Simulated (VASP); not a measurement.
# Mo (P6/mmm) in VASP: a series of runs

The runs below take Mo through single point, with PBEsol.

Everything below comes from runs of VASP 6.6.1. Logs are shortened: lines on timing, memory, paths and dates and some standing lists are left out, and cuts for length are marked.

### Step 1. The cell of the first run

The structure is hexagonal, space group P6/mmm (No. 191). The conventional cell has a = 2.742 Å, b = 2.742 Å, c = 10.218 Å, α = 90.00°, β = 90.00°, γ = 120.00°. Within 3.3 Å of Mo (site symmetry 6mm) lie 8 Mo at 2.49 to 2.74 Å. Within 3.3 Å of Mo (site symmetry 6mm) lie 8 Mo at 2.49 to 2.74 Å.

This isn't the form of Mo at room conditions, which is bcc.

### Step 2. Single point, PBEsol (the distance across one plane changed)

Contents of INCAR:

```
PREC = Accurate ; ENCUT = 520
EDIFF = 1E-6 ; ISMEAR = 0
SIGMA = 0.15 ; LREAL = False
LASPH = True ; NELM = 60
ALGO = Fast ; ISIF = 2
LWAVE = False ; LCHARG = True
GGA = PS ; LELF = True
LVHAR = True ; NBANDS = 36
```

Contents of KPOINTS:

```
regular mesh
0
Gamma
  25 25 6
```

Contents of POSCAR:

```
Mo
1.0
   -1.3711677094     -2.3749321384      0.0000000000
    1.3711677094     -2.3749321384      0.0000000000
    0.0000000000      0.0000000000     10.2182842839
Mo
4
Direct
    0.0000000000      0.0000000000      0.8535922965
    0.0000000000      0.0000000000      0.1219417566
    0.0000000000      0.0000000000      0.3658252699
    0.0000000000      0.0000000000      0.6097087832
```

Potentials or basis: VASP PAW PBE potentials, release 64 (Mo_sv).

Started as:

```sh
> cat potpaw_PBE.64/Mo_sv/POTCAR > POTCAR
> mpirun -np 1 vasp_std > vasp.out
```

OUTCAR:

```text
PREC = Accurate
   ENCUT = 520
   EDIFF = 1E-6
   ISMEAR = 0
   LREAL = False
   LASPH = True
   NELM = 60
   ISIF = 2
   GGA = PS

 ion  position               nearest neighbor table
   1  0.000  0.000  0.854-   4 2.49   2 2.74
   2  0.000  0.000  0.122-   3 2.49   1 2.74
   3  0.000  0.000  0.366-   2 2.49   4 2.49
   4  0.000  0.000  0.610-   1 2.49   3 2.49

  LATTYP: Found a hexagonal cell.
 ALAT       =     2.7423354188
 C/A-ratio  =     3.7261248984

  Lattice vectors:

 A1 = (  -1.3711677094,   2.3749321384,   0.0000000000)
 A2 = (  -1.3711677094,  -2.3749321384,   0.0000000000)
 A3 = (   0.0000000000,   0.0000000000,  10.2182842839)

Analysis of symmetry for initial positions (statically):
=====================================================================
 Subroutine PRICEL returns:
 Original cell was already a primitive cell.

 Routine SETGRP: Setting up the symmetry group for a
 hexagonal supercell.

 Subroutine GETGRP returns: Found 24 space group operations
 (whereof 12 operations were pure point group operations)
 out of a pool of 24 trial point group operations.

The static configuration has the point symmetry C_6v.
 The point group associated with its full space group is D_6h.

Analysis of symmetry for dynamics (positions and initial velocities):
=====================================================================
 Subroutine PRICEL returns:
 Original cell was already a primitive cell.

 Routine SETGRP: Setting up the symmetry group for a
 hexagonal supercell.

 Subroutine GETGRP returns: Found 24 space group operations
 (whereof 12 operations were pure point group operations)
 out of a pool of 24 trial point group operations.

The dynamic configuration has the point symmetry C_6v.
 The point group associated with its full space group is D_6h.

 Subroutine INISYM returns: Found 24 space group operations
 (whereof 12 operations are pure point group operations),
 and found     1 'primitive' translations

----------------------------------------------------------------------------------------

                                     Primitive cell

  volume of cell :      66.5503

  direct lattice vectors                    reciprocal lattice vectors
    -1.371167709 -2.374932138  0.000000000    -0.364652695 -0.210532331  0.000000000
     1.371167709 -2.374932138  0.000000000     0.364652695 -0.210532331  0.000000000
     0.000000000  0.000000000 10.218284284     0.000000000  0.000000000  0.097863787

  length of vectors
     2.742335419  2.742335419 10.218284284     0.421064663  0.421064663  0.097863787

  position of ions in fractional coordinates (direct lattice)
     0.000000000  0.000000000  0.853592296
     0.000000000  0.000000000  0.121941757
     0.000000000  0.000000000  0.365825270
     0.000000000  0.000000000  0.609708783

  ion indices of the primitive-cell ions
   primitive index   ion index
                 1           1
                 2           2
                 3           3
                 4           4

----------------------------------------------------------------------------------------

 KPOINTS: regular mesh

Automatic generation of k-mesh.
 Grid dimensions read from file:
 generate k-points for:   25   25    6

 Generating k-lattice:

  Cartesian coordinates                     Fractional coordinates (reciprocal lattice)
    -0.014586108 -0.008421293  0.000000000     0.040000000  0.000000000  0.000000000
     0.014586108 -0.008421293  0.000000000     0.000000000  0.040000000  0.000000000
     0.000000000  0.000000000  0.016310631     0.000000000  0.000000000  0.166666667

  Length of vectors
     0.016842587  0.016842587  0.016310631

  Shift w.r.t. Gamma in fractional coordinates (k-lattice)
     0.000000000  0.000000000  0.000000000

 Subroutine IBZKPT returns following result:
 ===========================================

 Found    260 irreducible k-points:

 Following reciprocal coordinates:
            Coordinates               Weight
  0.000000  0.000000  0.000000      1.000000
  0.040000  0.000000  0.000000      6.000000
  0.080000  0.000000  0.000000      6.000000
  0.120000  0.000000  0.000000      6.000000
  0.160000  0.000000  0.000000      6.000000
  0.200000  0.000000  0.000000      6.000000
[... 16 lines left out ...]
  0.440000  0.040000  0.000000     12.000000
  0.480000  0.040000  0.000000     12.000000
 [... further k-points ...]
   k-points           NKPTS =    260   k-points in BZ     NKDIM =    260   number of bands    NBANDS=     36
   number of dos      NEDOS =    301   number of ions     NIONS =      4
   total plane-waves  NPLWV =  32000
   dimension x,y,z NGX =    20 NGY =   20 NGZ =   80
   dimension x,y,z NGXF=    40 NGYF=   40 NGZF=  160
   ions per type =               4
   NGX,Y,Z   is equivalent  to a cutoff of  12.12, 12.12, 13.02 a.u.
   NGXF,Y,Z  is equivalent  to a cutoff of  24.25, 24.25, 26.03 a.u.
 SYSTEM =  unknown system
   PREC   = accura    normal or accurate (medium, high low for compatibility)
   ISTART =      0    job   : 0-new  1-cont  2-samecut
   ICHARG =      2    charge: 1-file 2-atom 10-const
   ISPIN  =      1    spin polarized calculation?
   LNONCOLLINEAR =      F non collinear calculations
   LSORBIT =      F    spin-orbit coupling
   LASPH  =      T    aspherical Exc in radial PAW
   ENCUT  =  520.0 eV  38.22 Ry    6.18 a.u.   5.10  5.10 19.00*2*pi/ulx,y,z
   NELM   =     60;   NELMIN=  2; NELMDL= -5     # of ELM steps
   EDIFF  = 0.1E-05   stopping-criterion for ELM
   LREAL  =      F    real-space projection
   EDIFFG = 0.1E-04   stopping-criterion for IOM
   NSW    =      0    number of steps for IOM
   IBRION =     -1    ionic relax: 0-MD 1-quasi-New 2-CG
   NFREE  =      0    steps in history (QN), initial steepest desc. (CG)
   ISIF   =      2    stress and relaxation
   ISYM   =      2    0-nonsym 1-usesym 2-fastsym
   POTIM  = 0.5000    time-step for ionic-motion
   TEBEG  =    0.0;   TEEND  =   0.0 temperature during run
   PSTRESS=    0.0 pullay stress
   NELECT =      56.0000    total number of electrons
   NUPDOWN=      -1.0000    fix difference up-down
   EMIN   =  10.00;   EMAX   =-10.00  energy-range for DOS
   EFERMI =   0.00;   METHOD = LEGACY
   ISMEAR =     0;   SIGMA  =   0.15  broadening in eV -4-tet -1-fermi 0-gaus
   EFERMI_NEDOS =   21; number of points for ismear=-14 and -15
   IALGO  =     68    algorithm
   IMIX   =      4    mixing-type and parameters
     AMIX     =   0.40;   BMIX     =  1.00
     AMIX_MAG =   1.60;   BMIX_MAG =  1.00
  volume/ion in A,a.u.               =      16.64       112.28
  Fermi-wavevector in a.u.,A,eV,Ry     =   1.545566  2.920696 32.501252  2.388775
  Thomas-Fermi vector in A             =   2.650927
   LORBIT       =      0    0 simple, 1 ext, 2 COOP (PROOUT), +10 PAW based schemes
   GGA     = PS    functional components
   LHFCALC =     F    Hartree Fock is set to
   AEXX    =    0.0000 exact exchange contribution
   IVDW    =     0    specifies the selected vdW correction
   LEPSILON=     F    determine dielectric tensor
   LRPA    =     F    only Hartree local field effects (RPA)
 non-spin polarized calculation
 RMM-DIIS sequential band-by-band and
 Gauss-broadening in eV      SIGMA  =   0.15
  energy-cutoff  :      520.00
  volume of cell :       66.55
 maximum number of plane-waves:      1814
   NGX = 11   NGY = 11   NGZ = 37

 number of electron      56.0000019 magnetization

 Free energy of the ion-electron system (eV)
  ---------------------------------------------------
  ext. energy  EPLUGINS =         0.00000000
  ---------------------------------------------------
  free energy    TOTEN  =       -43.36479549 eV

  energy without entropy =      -43.32112307  energy(sigma->0) =      -43.34295928

 E-fermi :  11.3618     XC(G=0): -13.0835

 val. band max:       11.3601664945   @ k =   0.2400  -0.0000   0.3333
 cond. band min:      11.3620223333   @ k =   0.0400   0.0000   0.0000
 fundamental gap:      0.0018558388
 Fermi energy:        11.3617539321

 k-point     1 :       0.0000    0.0000    0.0000
  band No.  band energies     occupation
      1     -49.5961      2.00000
      2     -49.5191      2.00000
      3     -49.4326      2.00000
      4     -49.2979      2.00000
      5     -24.6022      2.00000
      6     -23.8977      2.00000
[... 28 lines left out ...]
     35      13.3334      0.00000
     36      13.3396      0.00000

 k-point     2 :       0.0400    0.0000    0.0000
  band No.  band energies     occupation
      1     -49.5927      2.00000
      2     -49.5158      2.00000
      3     -49.4293      2.00000
      4     -49.2946      2.00000
      5     -24.5983      2.00000
      6     -23.8945      2.00000
[... 28 lines left out ...]
     35      13.2794      0.00000
     36      13.3188      0.00000

 k-point     3 :       0.0800    0.0000    0.0000
  band No.  band energies     occupation
      1     -49.5828      2.00000
      2     -49.5061      2.00000
      3     -49.4195      2.00000
      4     -49.2851      2.00000
      5     -24.5866      2.00000
      6     -23.8849      2.00000
[... 28 lines left out ...]
     35      13.2676      0.00000
     36      13.3532      0.00000
[... 742 lines left out ...]
 k-point    23 :       0.4400    0.0400    0.0000
  band No.  band energies     occupation
      1     -49.3892      2.00000
      2     -49.3167      2.00000
      3     -49.2299      2.00000
      4     -49.0995      2.00000
      5     -24.3599      2.00000
      6     -24.1773      2.00000
[... 28 lines left out ...]
     35      15.0972      0.00000
     36      15.3289      0.00000

 k-point    24 :       0.4800    0.0400    0.0000
  band No.  band energies     occupation
      1     -49.3790      2.00000
      2     -49.3067      2.00000
      3     -49.2199      2.00000
      4     -49.0896      2.00000
      5     -24.3478      2.00000
      6     -24.2353      2.00000
[... 28 lines left out ...]
     35      15.6454      0.00000
     36      15.7171      0.00000

 [... further k-points ...]

------------------------ aborting loop because EDIFF is reached ----------------------------------------

  FORCE on cell =-STRESS in cart. coord.  units (eV):
  Direction    XX          YY          ZZ          XY          YZ          ZX
  --------------------------------------------------------------------------------------
  -------------------------------------------------------------------------------------
  Total       -0.4604759     -0.4604759     -3.4411796     -0.0000000      0.0000000      0.0000000
  in kB      -11.0858173    -11.0858173    -82.8453543     -0.0000000      0.0000000      0.0000000
  external PRESSURE =     -35.0056630 kB  Pullay stress =       0.0000000 kB

 VOLUME and BASIS-vectors are now :
 -----------------------------------------------------------------------------
  energy-cutoff  :      520.00
  volume of cell :       66.55
      direct lattice vectors                 reciprocal lattice vectors
    -1.371167709 -2.374932138  0.000000000    -0.364652695 -0.210532331  0.000000000
     1.371167709 -2.374932138  0.000000000     0.364652695 -0.210532331  0.000000000
     0.000000000  0.000000000 10.218284284     0.000000000  0.000000000  0.097863787

 POSITION                                       TOTAL-FORCE (eV/Angst)
 -----------------------------------------------------------------------------------
      0.00000      0.00000      8.72225        -0.000000     -0.000000      0.873481
      0.00000      0.00000      1.24604         0.000000      0.000000     -0.873481
      0.00000      0.00000      3.73811        -0.000000     -0.000000     -0.198117
      0.00000      0.00000      6.23018        -0.000000      0.000000      0.198117
 -----------------------------------------------------------------------------------
    total drift:                                0.000000      0.000000     -0.000033

  FREE ENERGIE OF THE ION-ELECTRON SYSTEM (eV)
  ---------------------------------------------------
  free  energy   TOTEN  =       -43.3647954889 eV

  energy  without entropy=      -43.3211230702  energy(sigma->0) =      -43.34295928
```

Run time: 15 min. Hardware: 1 thread of Intel Xeon 8259CL, shared host; peak memory 0.51 GiB.

Results:

* Free energy: -43.3648 eV
* Pressure: -3.5 GPa
* Largest force: 0.873 eV/Å
* Band gap on the k mesh: zero (bands 28 and 29 overlap by 1.50 eV)

Forces in eV/Å, atoms in the order of the input:
```
Mo   0.000  0.000  0.873
Mo   0.000  0.000 -0.873
Mo   0.000  0.000 -0.198
Mo   0.000  0.000  0.198
```

Caveat: the cell differs from its parent crystal (the distance across one plane changed); the stress differs along the axes, from -8 to -1 GPa; the PAW data sets were made with another functional, which shifts forces and pressure a little.

(Part 1 of 2 ends here.)
